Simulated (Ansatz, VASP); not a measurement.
**MgS: VASP beside Ansatz**

```
S Mg
1.0
     0.01388    2.86467    2.80608
     2.76187   -0.01636    2.83632
     2.78130    2.91433   -0.03578
S Mg
1 1
Direct
  0.25000 0.25000 0.25000
  0.00000 0.00000 0.00000
```

Change from the starting cell: cell strained at random at fixed volume.

Alike in both runs: task relaxation of cell and atoms; functional PBE; dispersion D3(BJ); k mesh 8 × 8 × 8; no spin polarisation.

```csv
,VASP,Ansatz
version,VASP 6.6.1,Ansatz 0.2.0
potentials or method,"VASP PAW PBE potentials, release 64 (S, Mg)",Ansatz PAW earlier set
plane-wave cutoff (eV),600,760
occupations,"gaussian, width 0.01 eV",fixed
valence electrons in the cell,8,16
```

|  | VASP | Ansatz | Ansatz less VASP |
| --- | --- | --- | --- |
| relaxed volume (Å³/atom) | 22.23 | 22.27 | +0.043 |
| relaxed cell length with the largest relative difference (Å) | 3.972 | 3.976 | +0.0048 |

VASP's potentials hold 8 valence electrons a cell and Ansatz's 16, so a difference there can come from the potentials and not from the codes.

Noted on Ansatz's run: the plane-wave basis is chosen anew once the cell has moved, so the energies of steps on either side of that aren't comparable.
